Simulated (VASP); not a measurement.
Here is a VASP 6.6.1 calculation.

Contents of POSCAR:

```
MgO
1.0
    2.6233491278      0.0000000000      0.0000000000
    0.0000000000      2.6233491278      0.0000000000
    0.0000000000      0.0000000000      2.6233491278
Mg O
1 1
Direct
    0.0000000000      0.0000000000      0.0000000000
    0.5000000000      0.5000000000      0.5000000000
```

File INCAR.step1:

```
PREC     = Accurate       # precision mode
ENCUT    = 520            # plane-wave cutoff, eV
EDIFF    = 1E-5           # SCF threshold, eV
ISMEAR   = 0              # smearing method
SIGMA    = 0.01           # smearing width, eV
LREAL    = False          # projectors in reciprocal space
LASPH    = True           # aspherical terms in the spheres
NELM     = 80             # most SCF steps
ALGO     = Normal         # electronic algorithm
ISIF     = 2              # what is computed and relaxed
LWAVE    = True           # write WAVECAR
LCHARG   = False          # write CHGCAR
NBANDS   = 11             # bands
GGA      = PE             # functional
```

File INCAR.step2:

```
PREC     = Accurate       # precision mode
ENCUT    = 520            # plane-wave cutoff, eV
EDIFF    = 1E-7           # SCF threshold, eV
ISMEAR   = 0              # smearing method
SIGMA    = 0.01           # smearing width, eV
LREAL    = False          # projectors in reciprocal space
LASPH    = True           # aspherical terms in the spheres
NELM     = 80             # most SCF steps
ALGO     = Normal         # electronic algorithm
ISIF     = 2              # what is computed and relaxed
LWAVE    = False          # write WAVECAR
LCHARG   = False          # write CHGCAR
GGA      = PE             # functional
LHFCALC  = True           # exact exchange
HFSCREEN = 0.2079         # screening, 1/A
PRECFOCK = Normal       
NBANDS   = 11             # bands
ISTART   = 1
```

KPOINTS

```
regular mesh
0
Gamma
  4 4 4
```

Potentials or basis: VASP PAW PBE potentials, release 64 (Mg, O).

Command:

```sh
$ cat potpaw_PBE.64/Mg/POTCAR potpaw_PBE.64/O/POTCAR > POTCAR
$ cp INCAR.step1 INCAR
$ mpirun -np 1 vasp_std > vasp.out
$ cp INCAR.step2 INCAR
$ mpirun -np 1 vasp_std > vasp.out
```

(1) What does it give for the pressure?

(2) Predict the band gap on the k mesh.

## Answers

(1) -1.2 GPa.

(2) 4.15 eV (least direct gap 5.26 eV).

Caveat: the k points lie up to 0.60 Å⁻¹ apart; the structure was generated, so it needn't be the stable form of MgO; the PAW data sets were made with another functional, which shifts forces and pressure a little.
